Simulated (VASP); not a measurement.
V, 2 atoms in the cell. It takes space group P6_3/mmc (No. 194, hexagonal). Conventional cell: a = 2.142 Å, b = 2.142 Å, c = 3.840 Å, α = 90.00°, β = 90.00°, γ = 120.00°. Within 2.8 Å of V (site symmetry -6m2) lie 12 V at 2.14 to 2.28 Å. This isn't the form of V at room conditions, which is bcc.

* Program: VASP 6.6.1
* Task: relaxation of shape and atoms at fixed volume
* Functional: PBE
* Potentials or basis: VASP PAW PBE potentials, release 64 (V_sv)
* Cutoff: 600 eV
* k mesh: 18 × 18 × 10
* Occupations: fermi-dirac, width 0.1 eV
* Spin: no spin polarisation
* Dipole correction: no
* Further INCAR settings: ALGO = Normal; EDIFF = 1e-06; IBRION = 2; EDIFFG = -0.005; NSW = 50; ISIF = 4

Potentials or basis: VASP PAW PBE potentials, release 64 (V_sv).

Launch:

```console
$ cat potpaw_PBE.64/V_sv/POTCAR > POTCAR
$ mpirun -np 1 vasp_std > vasp.out
```

Hardware: 1 thread of Intel(R) Xeon(R) Platinum 8259CL CPU @ 2.50GHz (Skylake/Cascade Lake), with other jobs on the host.

**Question.** How long does it take, and how much memory?

**Answer.** Run time: 96 s on 1 thread of Intel(R) Xeon(R) Platinum 8259CL CPU @ 2.50GHz (Skylake/Cascade Lake), on a shared host, peak memory 0.18 GiB. Counts: scf iterations 27, k points 222, ion steps 3.
